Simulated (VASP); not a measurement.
# ZrH2 (Fm-3m) in VASP: further runs

Aim: see how the results for ZrH2 move with the level of theory and the settings. Levels: PBEsol, LDA, BLYP. Tasks: single point.

Everything below comes from runs of VASP 6.6.1. Logs are shortened: lines on timing, memory, paths and dates and some standing lists are left out, and cuts for length are marked.

## Step 1: The cell of the first run

The structure is cubic, space group Fm-3m (No. 225). Conventional cell: a = 4.818 Å, b = 4.818 Å, c = 4.818 Å, α = 90.00°, β = 90.00°, γ = 90.00°. Within 2.8 Å of Zr (site symmetry m-3m) lie 8 H at 2.09 Å. H (site symmetry -43m) has 4 Zr at 2.09 Å and 6 H at 2.41 Å within 2.8 Å.

## Step 2: Single point, PBEsol

The input, INCAR:

```
ALGO = Normal
EDIFF = 1E-6
ENCUT = 500
GGA = PS
GGA_COMPAT = False
ISIF = 2
ISMEAR = 1
LASPH = True
LCHARG = False
LREAL = False
LWAVE = False
NBANDS = 14
NELM = 120
PREC = Accurate
SIGMA = 0.15
```

The input, KPOINTS:

```
k-points
0
Gamma
  11 11 11
```

The input, POSCAR:

```
ZrH2
1.0
    0.0000000000      2.4092250000      2.4092250000
    2.4092250000      0.0000000000      2.4092250000
    2.4092250000      2.4092250000      0.0000000000
Zr H
1 2
Direct
    0.0000000000      0.0000000000      0.0000000000
    0.7500000000      0.7500000000      0.7500000000
    0.2500000000      0.2500000000      0.2500000000
```

Potentials or basis: VASP PAW PBE potentials, release 64 (Zr_sv, H).

On the command line:

```
$ cat potpaw_PBE.64/Zr_sv/POTCAR potpaw_PBE.64/H/POTCAR > POTCAR
$ mpirun -np 1 vasp_std > vasp.out
```

OUTCAR:

```text
EDIFF = 1E-6
   ENCUT = 500
   GGA = PS
   ISIF = 2
   ISMEAR = 1
   LASPH = True
   LREAL = False
   NELM = 120
   PREC = Accurate

 ion  position               nearest neighbor table
   1  0.000  0.000  0.000-   2 2.09   2 2.09   2 2.09   2 2.09   3 2.09   3 2.09   3 2.09   3 2.09

   2  0.750  0.750  0.750-   1 2.09   1 2.09   1 2.09   1 2.09
   3  0.250  0.250  0.250-   1 2.09   1 2.09   1 2.09   1 2.09

  LATTYP: Found a face centered cubic cell.
 ALAT       =     4.8184500000

  Lattice vectors:

 A1 = (   0.0000000000,   2.4092250000,   2.4092250000)
 A2 = (   2.4092250000,   0.0000000000,   2.4092250000)
 A3 = (   2.4092250000,   2.4092250000,   0.0000000000)

Analysis of symmetry for initial positions (statically):
=====================================================================
 Subroutine PRICEL returns:
 Original cell was already a primitive cell.

 Routine SETGRP: Setting up the symmetry group for a
 face centered cubic supercell.

 Subroutine GETGRP returns: Found 48 space group operations
 (whereof 48 operations were pure point group operations)
 out of a pool of 48 trial point group operations.

The static configuration has the point symmetry O_h .

Analysis of symmetry for dynamics (positions and initial velocities):
=====================================================================
 Subroutine PRICEL returns:
 Original cell was already a primitive cell.

 Routine SETGRP: Setting up the symmetry group for a
 face centered cubic supercell.

 Subroutine GETGRP returns: Found 48 space group operations
 (whereof 48 operations were pure point group operations)
 out of a pool of 48 trial point group operations.

The dynamic configuration has the point symmetry O_h .

 Subroutine INISYM returns: Found 48 space group operations
 (whereof 48 operations are pure point group operations),
 and found     1 'primitive' translations

----------------------------------------------------------------------------------------

                                     Primitive cell

  volume of cell :      27.9680

  direct lattice vectors                    reciprocal lattice vectors
     0.000000000  2.409225000  2.409225000    -0.207535618  0.207535618  0.207535618
     2.409225000  0.000000000  2.409225000     0.207535618 -0.207535618  0.207535618
     2.409225000  2.409225000  0.000000000     0.207535618  0.207535618 -0.207535618

  length of vectors
     3.407158670  3.407158670  3.407158670     0.359462235  0.359462235  0.359462235

  position of ions in fractional coordinates (direct lattice)
     0.000000000  0.000000000  0.000000000
     0.750000000  0.750000000  0.750000000
     0.250000000  0.250000000  0.250000000

  ion indices of the primitive-cell ions
   primitive index   ion index
                 1           1
                 2           2
                 3           3

----------------------------------------------------------------------------------------

 KPOINTS: k-points

Automatic generation of k-mesh.
 Grid dimensions read from file:
 generate k-points for:   11   11   11

 Generating k-lattice:

  Cartesian coordinates                     Fractional coordinates (reciprocal lattice)
    -0.018866874  0.018866874  0.018866874     0.090909091  0.000000000  0.000000000
     0.018866874 -0.018866874  0.018866874     0.000000000  0.090909091  0.000000000
     0.018866874  0.018866874 -0.018866874     0.000000000  0.000000000  0.090909091

  Length of vectors
     0.032678385  0.032678385  0.032678385

  Shift w.r.t. Gamma in fractional coordinates (k-lattice)
     0.000000000  0.000000000  0.000000000

 Subroutine IBZKPT returns following result:
 ===========================================

 Found     56 irreducible k-points:

 Following reciprocal coordinates:
            Coordinates               Weight
  0.000000  0.000000  0.000000      1.000000
  0.090909  0.000000  0.000000      8.000000
  0.181818  0.000000  0.000000      8.000000
  0.272727  0.000000  0.000000      8.000000
  0.363636  0.000000  0.000000      8.000000
  0.454545  0.000000  0.000000      8.000000
[... 16 lines left out ...]
 -0.272727  0.181818  0.000000     24.000000
 -0.181818  0.181818  0.000000     12.000000
 [... further k-points ...]
   k-points           NKPTS =     56   k-points in BZ     NKDIM =     56   number of bands    NBANDS=     14
   number of dos      NEDOS =    301   number of ions     NIONS =      3
   total plane-waves  NPLWV =  21952
   dimension x,y,z NGX =    28 NGY =   28 NGZ =   28
   dimension x,y,z NGXF=    56 NGYF=   56 NGZF=   56
   ions per type =               1   2
   NGX,Y,Z   is equivalent  to a cutoff of  13.66, 13.66, 13.66 a.u.
   NGXF,Y,Z  is equivalent  to a cutoff of  27.32, 27.32, 27.32 a.u.
 SYSTEM =  unknown system
   PREC   = accura    normal or accurate (medium, high low for compatibility)
   ISTART =      0    job   : 0-new  1-cont  2-samecut
   ICHARG =      2    charge: 1-file 2-atom 10-const
   ISPIN  =      1    spin polarized calculation?
   LNONCOLLINEAR =      F non collinear calculations
   LSORBIT =      F    spin-orbit coupling
   LASPH  =      T    aspherical Exc in radial PAW
   ENCUT  =  500.0 eV  36.75 Ry    6.06 a.u.   6.21  6.21  6.21*2*pi/ulx,y,z
   NELM   =    120;   NELMIN=  2; NELMDL= -5     # of ELM steps
   EDIFF  = 0.1E-05   stopping-criterion for ELM
   LREAL  =      F    real-space projection
   EDIFFG = 0.1E-04   stopping-criterion for IOM
   NSW    =      0    number of steps for IOM
   IBRION =     -1    ionic relax: 0-MD 1-quasi-New 2-CG
   NFREE  =      0    steps in history (QN), initial steepest desc. (CG)
   ISIF   =      2    stress and relaxation
   ISYM   =      2    0-nonsym 1-usesym 2-fastsym
   POTIM  = 0.5000    time-step for ionic-motion
   TEBEG  =    0.0;   TEEND  =   0.0 temperature during run
   PSTRESS=    0.0 pullay stress
   NELECT =      14.0000    total number of electrons
   NUPDOWN=      -1.0000    fix difference up-down
   EMIN   =  10.00;   EMAX   =-10.00  energy-range for DOS
   EFERMI =   0.00;   METHOD = LEGACY
   ISMEAR =     1;   SIGMA  =   0.15  broadening in eV -4-tet -1-fermi 0-gaus
   EFERMI_NEDOS =   21; number of points for ismear=-14 and -15
   IALGO  =     38    algorithm
   IMIX   =      4    mixing-type and parameters
     AMIX     =   0.40;   BMIX     =  1.00
     AMIX_MAG =   1.60;   BMIX_MAG =  1.00
  volume/ion in A,a.u.               =       9.32        62.91
  Fermi-wavevector in a.u.,A,eV,Ry     =   1.299861  2.456381 22.988919  1.689638
  Thomas-Fermi vector in A             =   2.431097
   LORBIT       =      0    0 simple, 1 ext, 2 COOP (PROOUT), +10 PAW based schemes
   GGA     = PS    functional components
   LHFCALC =     F    Hartree Fock is set to
   AEXX    =    0.0000 exact exchange contribution
   IVDW    =     0    specifies the selected vdW correction
   LEPSILON=     F    determine dielectric tensor
   LRPA    =     F    only Hartree local field effects (RPA)
 non-spin polarized calculation
 Methfessel and Paxton  Order N= 1 SIGMA  =   0.15
  energy-cutoff  :      500.00
  volume of cell :       27.97
 maximum number of plane-waves:       725
 NGX is ok and might be reduce to    28
   NGX = 13   NGY = 13   NGZ = 13

 number of electron      14.0000000 magnetization

 Free energy of the ion-electron system (eV)
  ---------------------------------------------------
  ext. energy  EPLUGINS =         0.00000000
  ---------------------------------------------------
  free energy    TOTEN  =       -17.56714536 eV

  energy without entropy =      -17.56334571  energy(sigma->0) =      -17.56587881

 E-fermi :   8.2626     XC(G=0): -11.2692

 val. band max:        8.2568526129   @ k =   0.1818   0.0000   0.0000
 cond. band min:       8.2864855485   @ k =   0.4545   0.0909   0.0000
 fundamental gap:      0.0296329356
 Fermi energy:         8.2625745875

 k-point     1 :       0.0000    0.0000    0.0000
  band No.  band energies     occupation
      1     -40.9025      2.00000
      2     -18.6879      2.00000
      3     -18.6879      2.00000
      4     -18.6879      2.00000
      5      -1.3238      2.00000
      6       7.0073      2.00000
      7       7.9304      2.00752
      8       7.9304      2.00752
      9       7.9304      2.00752
     10      10.5104     -0.00000
     11      10.5104     -0.00000
     12      19.1321      0.00000
     13      20.4780      0.00000
     14      20.4780      0.00000

 k-point     2 :       0.0909    0.0000    0.0000
  band No.  band energies     occupation
      1     -40.8965      2.00000
      2     -18.7429      2.00000
      3     -18.6944      2.00000
      4     -18.6944      2.00000
      5      -1.1200      2.00000
      6       5.8190      2.00000
      7       8.0361      2.05441
      8       8.0361      2.05441
      9       9.3691     -0.00000
     10      10.4106     -0.00000
     11      10.4106     -0.00000
     12      17.8494      0.00000
     13      20.9101      0.00000
     14      20.9101      0.00000

 k-point     3 :       0.1818    0.0000    0.0000
  band No.  band energies     occupation
      1     -40.8804      2.00000
      2     -18.8876      2.00000
      3     -18.7118      2.00000
      4     -18.7118      2.00000
      5      -0.5664      2.00000
      6       4.6048      2.00000
      7       8.2569      1.06451
      8       8.2569      1.06451
      9      10.2861     -0.00000
     10      10.2861     -0.00000
     11      11.2460     -0.00000
     12      16.5354      0.00000
     13      21.6326      0.00000
     14      22.0858      0.00000

 k-point     4 :       0.2727    0.0000    0.0000
  band No.  band energies     occupation
      1     -40.8592      2.00000
      2     -19.0713      2.00000
      3     -18.7345      2.00000
      4     -18.7345      2.00000
      5       0.1476      2.00000
      6       3.8206      2.00000
      7       8.3270      0.34182
      8       8.3270      0.34182
      9      10.5245     -0.00000
     10      10.5245     -0.00000
     11      12.6704      0.00000
     12      16.0161      0.00000
     13      19.4119      0.00000
     14      23.0028      0.00000

 k-point     5 :       0.3636    0.0000    0.0000
  band No.  band energies     occupation
      1     -40.8397      2.00000
      2     -19.2349      2.00000
      3     -18.7552      2.00000
      4     -18.7552      2.00000
      5       0.6863      2.00000
      6       3.6070      2.00000
      7       8.1952      1.68170
      8       8.1952      1.68170
      9      11.1720     -0.00000
     10      11.1720     -0.00000
     11      12.9922      0.00000
[... 276 lines left out ...]
 k-point    22 :      -0.3636    0.1818    0.0000
  band No.  band energies     occupation
      1     -40.8211      2.00000
      2     -19.2458      2.00000
      3     -18.9159      2.00000
      4     -18.7829      2.00000
      5       1.4505      2.00000
      6       3.2542      2.00000
      7       7.1775      2.00000
      8       8.7698     -0.00002
      9      10.8727     -0.00000
     10      12.5064      0.00000
     11      14.3320      0.00000
     12      15.5301      0.00000
     13      16.6275      0.00000
     14      20.6033      0.00000

 k-point    23 :      -0.2727    0.1818    0.0000
  band No.  band energies     occupation
      1     -40.8341      2.00000
      2     -19.1604      2.00000
      3     -18.8938      2.00000
      4     -18.7553      2.00000
      5       1.1502      2.00000
      6       3.1452      2.00000
      7       7.5217      2.00000
      8       8.9425     -0.00000
      9       9.9149     -0.00000
     10      12.1449      0.00000
     11      14.6475      0.00000
     12      16.3355      0.00000
     13      16.4443      0.00000
     14      20.1377      0.00000

 k-point    24 :      -0.1818    0.1818    0.0000
  band No.  band energies     occupation
      1     -40.8521      2.00000
      2     -19.0550      2.00000
      3     -18.8347      2.00000
      4     -18.7292      2.00000
      5       0.4915      2.00000
      6       3.4732      2.00000
      7       7.9546      2.01341
      8       8.9834     -0.00000
      9       9.3977     -0.00000
     10      11.3612      0.00000
     11      13.7163      0.00000
     12      16.2745      0.00000
     13      18.3398      0.00000
     14      20.4565      0.00000

 [... further k-points ...]

------------------------ aborting loop because EDIFF is reached ----------------------------------------

  FORCE on cell =-STRESS in cart. coord.  units (eV):
  Direction    XX          YY          ZZ          XY          YZ          ZX
  --------------------------------------------------------------------------------------
  -------------------------------------------------------------------------------------
  Total       -0.8115912     -0.8115912     -0.8115912      0.0000000     -0.0000000      0.0000000
  in kB      -46.4928144    -46.4928144    -46.4928144      0.0000000     -0.0000000      0.0000000
  external PRESSURE =     -46.4928144 kB  Pullay stress =       0.0000000 kB

 VOLUME and BASIS-vectors are now :
 -----------------------------------------------------------------------------
  energy-cutoff  :      500.00
  volume of cell :       27.97
      direct lattice vectors                 reciprocal lattice vectors
     0.000000000  2.409225000  2.409225000    -0.207535618  0.207535618  0.207535618
     2.409225000  0.000000000  2.409225000     0.207535618 -0.207535618  0.207535618
     2.409225000  2.409225000  0.000000000     0.207535618  0.207535618 -0.207535618

 POSITION                                       TOTAL-FORCE (eV/Angst)
 -----------------------------------------------------------------------------------
      0.00000      0.00000      0.00000        -0.000000     -0.000000      0.000000
      3.61384      3.61384      3.61384        -0.000000     -0.000000     -0.000000
      1.20461      1.20461      1.20461         0.000000      0.000000      0.000000
 -----------------------------------------------------------------------------------
    total drift:                               -0.000000     -0.000000      0.000000

  FREE ENERGIE OF THE ION-ELECTRON SYSTEM (eV)
  ---------------------------------------------------
  free  energy   TOTEN  =       -17.5671453637 eV

  energy  without entropy=      -17.5633457058  energy(sigma->0) =      -17.56587881
```

Wall time 19 s (1 thread of Intel Xeon Platinum 8375C at 2.90GHz (Ice Lake), shared host); peak memory 0.16 GiB.

What came out:

```yaml
Free_energy: -17.5671 eV
Pressure: -4.6 GPa
Band_gap_on_the_k_mesh: zero (bands 7 and 8 overlap by 0.69 eV)
```

Caveat: the cell stands under tension; the PAW data sets were made with another functional, which shifts forces and pressure a little.

## Step 3: Single point, LDA

The input, INCAR:

```
SYSTEM = ZrH2
  PREC = Accurate
  ENCUT = 500
  EDIFF = 1E-6
  ISMEAR = 1
  SIGMA = 0.15
  LREAL = .False.
  LASPH = .True.
  NELM = 120
  ALGO = Normal
  ISIF = 2
  LWAVE = .False.
  LCHARG = .False.
  NBANDS = 14
  GGA_COMPAT = .False.
```

The input, KPOINTS:

```
regular mesh
0
Gamma
  11 11 11
  0 0 0
```

POSCAR is that of step 2.

Potentials or basis: VASP PAW LDA potentials, release 64 (Zr_sv, H).

On the command line:

```
$ cat potpaw_LDA.64/Zr_sv/POTCAR potpaw_LDA.64/H/POTCAR > POTCAR
$ mpirun -np 1 vasp_std > vasp.out
```

It took 18 s on 1 thread of Intel Xeon Platinum 8375C at 2.90GHz (Ice Lake), shared host; peak memory 0.15 GiB.

Results (log left out):

- Free energy: -18.2537 eV
- Pressure: -6.9 GPa
- Band gap on the k mesh: zero (bands 7 and 8 overlap by 0.69 eV)

Levels at points of the mesh, in eV from the Fermi level:
| k point | band 3 | band 4 | band 5 | band 6 | band 7 | band 8 | band 9 | band 10 | band 11 | band 12 |
| --- | --- | --- | --- | --- | --- | --- | --- | --- | --- | --- |
| (0.00, 0.00, 0.00) | -26.86 | -26.86 | -9.52 | -1.17 | -0.34 | -0.34 | -0.34 | 2.24 | 2.24 | 11.02 |

Caveat: the cell stands under tension.

## Step 4: Single point, BLYP

The input, INCAR:

```
AGGAC = 1.0 ; AGGAX = 1.0
ALDAC = 0.0 ; ALDAX = 1.0
ALGO = Normal ; EDIFF = 1E-6
ENCUT = 500 ; GGA = B5
GGA_COMPAT = False ; ISIF = 2
ISMEAR = 1 ; LASPH = True
LCHARG = False ; LREAL = False
LWAVE = False ; NBANDS = 14
NELM = 120 ; PREC = Accurate
SIGMA = 0.15
```

The input, KPOINTS:

```
k-points
0
Gamma
  11 11 11
```

POSCAR is that of step 3.

Potentials or basis: VASP PAW PBE potentials, release 64 (Zr_sv, H).

On the command line:

```
$ cat potpaw_PBE.64/Zr_sv/POTCAR potpaw_PBE.64/H/POTCAR > POTCAR
$ mpirun -np 1 vasp_std > vasp.out
```

Wall time 26 s (1 thread of Intel Xeon Platinum 8375C at 2.90GHz (Ice Lake), shared host); peak memory 0.17 GiB.

The run converged. Its results:

```yaml
Free_energy: -15.6690 eV
Pressure: 3.7 GPa
Band_gap_on_the_k_mesh: zero (bands 7 and 8 overlap by 0.68 eV)
```

Levels at points of the mesh, in eV from the Fermi level:
| k point | band 3 | band 4 | band 5 | band 6 | band 7 | band 8 | band 9 | band 10 | band 11 | band 12 |
| --- | --- | --- | --- | --- | --- | --- | --- | --- | --- | --- |
| (0.00, 0.00, 0.00) | -27.17 | -27.17 | -9.62 | -1.79 | -0.32 | -0.32 | -0.32 | 2.11 | 2.11 | 10.77 |

Caveat: the cell stands under pressure; the PAW data sets were made with another functional, which shifts forces and pressure a little.

## Step 5: Overview

```csv
level,potentials or basis,gap on the mesh (eV),pressure (GPa)
PBEsol,"VASP PAW PBE potentials, release 64 (Zr_sv, H)",none,-4.6
LDA,"VASP PAW LDA potentials, release 64 (Zr_sv, H)",none,-6.9
BLYP,"VASP PAW PBE potentials, release 64 (Zr_sv, H)",none,3.7
```

Alike in all rows: task single point; no spin polarisation; cell as given; k mesh 11 × 11 × 11; cutoff (eV) 500; smearing methfessel-paxton 0.15 eV.

Caveats: the cell stands under tension (at least some runs); the PAW data sets were made with another functional, which shifts forces and pressure a little (at least some runs); the cell stands under pressure (at least some runs).

Absolute energies hang on the potentials; compare differences alone.
